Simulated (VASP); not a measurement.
Set up this calculation in VASP 6.6.1, as the native input.

| Quantity | Value |
| --- | --- |
| Task | relaxation of cell and atoms |
| Functional | PBE |
| Potentials or basis | VASP PAW PBE potentials, release 64 (K_sv, Cl) |
| Cutoff | 600 eV |
| k mesh | 6 × 6 × 6 |
| Occupations | gaussian, width 0.02 eV |
| Spin | no spin polarisation |
| Dipole correction | no |
| Further INCAR settings | ALGO = Normal; EDIFF = 1e-06; IBRION = 2; EDIFFG = -0.005; NSW = 100; ISIF = 3 |

The structure of KCl (Sylvite) lies in POSCAR:

```
KCl
1.0
    0.0000000000      3.1464700000      3.1464700000
    3.1464700000      0.0000000000      3.1464700000
    3.1464700000      3.1464700000      0.0000000000
K Cl
1 1
Direct
    0.0000000000      0.0000000000      0.0000000000
    0.5000000000      0.5000000000      0.5000000000
```

These files were run (other wordings do the same):

INCAR

```
PREC = Accurate
ENCUT = 600
EDIFF = 1E-6
ISMEAR = 0
SIGMA = 0.02
LREAL = F
LASPH = T
NELM = 100
ALGO = Normal
ISIF = 3
LWAVE = F
LCHARG = F
GGA = PE
IBRION = 2
NSW = 100
EDIFFG = -0.005
```

KPOINTS

```
regular mesh
0
Gamma
  6 6 6
```

Potentials or basis: VASP PAW PBE potentials, release 64 (K_sv, Cl).

Run with:

```bash
$ cat potpaw_PBE.64/K_sv/POTCAR potpaw_PBE.64/Cl/POTCAR > POTCAR
$ mpirun -np 1 vasp_std > vasp.out
```

Results of the run:

```
Relaxed volume                         : 32.58 Å³/atom
Relaxed cell                           : a = 4.517 Å, b = 4.517 Å, c = 4.517 Å, α = 60.00°, β = 60.00°, γ = 60.00°
Space group after relaxing (to 0.05 Å) : Fm-3m (No. 225)
Energy gained by relaxing              : 3.5 meV/atom
Ionic steps                            : 3
Pressure after relaxing                : 0.0 GPa
Band gap on the k mesh                 : 5.04 eV, direct
```

Run time: 96 s on 1 thread of AMD EPYC 7R13, on a shared host, peak memory 0.19 GiB.
